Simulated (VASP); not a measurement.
**As: single point with HF**

The system is As.

```
CELL_PARAMETERS angstrom
4.50191 0.00000 0.00000
-2.25095 3.89877 0.00000
0.00000 0.00000 2.88980
ATOMIC_POSITIONS crystal
As 0.33333 0.66667 0.00000
As 0.66667 0.33333 0.00000
```

This isn't the form of As at room conditions, which is rhombohedral.

| Quantity | Value |
| --- | --- |
| Program | VASP 6.6.1 |
| Task | single point |
| Functional | HF |
| Potentials or basis | VASP PAW PBE potentials, release 64 (As_d) |
| Cutoff | 400 eV |
| k mesh | 4 × 4 × 5 |
| Occupations | fermi-dirac, width 0.05 eV |
| Spin | no spin polarisation |
| Dipole correction | no |
| Grid for exact exchange (PRECFOCK) | Normal |
| Further INCAR settings | ALGO = Normal; EDIFF = 1e-06; NBANDS = 22 |
| Share of exact exchange | 1 |

```json
{
  "Pressure": "-0.4 GPa",
  "Band gap on the k mesh": "zero (bands 15 and 16 overlap by 8.54 eV)"
}
```

Stress tensor (GPa, compression positive):
```
-0.63  0.00  0.00
 0.00 -0.63  0.00
 0.00  0.00  0.03
```

Levels at points of the mesh, in eV from the Fermi level:
```csv
k point,band 12,band 13,band 14,band 15,band 16,band 17,band 18,band 19
"(0.00, 0.00, 0.00)",-13.23,-7.59,-7.59,3.05,3.05,5.82,8.12,11.90
"(0.50, 0.00, 0.00)",-18.08,-9.13,-5.18,6.21,7.67,8.44,9.44,9.69
```

Wall time 20 min on 1 thread of Intel(R) Xeon(R) Platinum 8488C (Sapphire Rapids), with other jobs on the host, peak memory 0.15 GiB.

Caveat: the k points lie up to 0.43 Å⁻¹ apart, too coarse for converged energies and pressures of a metal; the PAW data sets were made with another functional, which shifts forces and pressure a little.
